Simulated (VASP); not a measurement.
Wanted: the native input for a VASP 6.6.1 run.

```yaml
Task: single point
Functional: PBE
Potentials_or_basis: VASP PAW PBE potentials, release 64 (Te, Cu)
Cutoff: 520 eV
k_mesh: 6 × 6 × 6
Occupations: gaussian, width 0.05 eV
Spin: no spin polarisation
Dipole_correction: no
Further_INCAR_settings: ALGO = Normal; EDIFF = 1e-06; NBANDS = 28
```

The structure of Cu3Te lies in POSCAR:

```
Cu3Te
1.0
    3.9616970139      0.0000000000      0.0000000000
    0.0000000000      3.9616970139      0.0000000000
    0.0000000000      0.0000000000      3.9616970139
Te Cu
1 3
Direct
    0.0000000000      0.0000000000      0.0000000000
    0.0000000000      0.5000000000      0.5000000000
    0.5000000000      0.0000000000      0.5000000000
    0.5000000000      0.5000000000      0.0000000000
```

One way to write it, as run:

INCAR

```
ALGO = Normal ; EDIFF = 1E-6
ENCUT = 520 ; GGA = PE
ISIF = 2 ; ISMEAR = 0
LASPH = True ; LCHARG = True
LELF = True ; LREAL = False
LVHAR = True ; LWAVE = False
NBANDS = 28 ; NELM = 80
PREC = Accurate ; SIGMA = 0.05
```

KPOINTS

```
k-points
0
Gamma
  6 6 6
```

Potentials or basis: VASP PAW PBE potentials, release 64 (Te, Cu).

Command:

```bash
$ cat potpaw_PBE.64/Te/POTCAR potpaw_PBE.64/Cu/POTCAR > POTCAR
$ mpirun -np 1 vasp_std > vasp.out
```

Results of the run:

- Pressure: 0.3 GPa
- Band gap on the k mesh: zero (an odd number of electrons rules out a gap without spin polarisation)

Caveat: spin-orbit coupling is left out, which moves the levels of the heavy elements.

Run time: 25 s on 1 thread of Intel(R) Xeon(R) Platinum 8559C (Emerald Rapids), with other jobs on the host, peak memory 0.18 GiB.
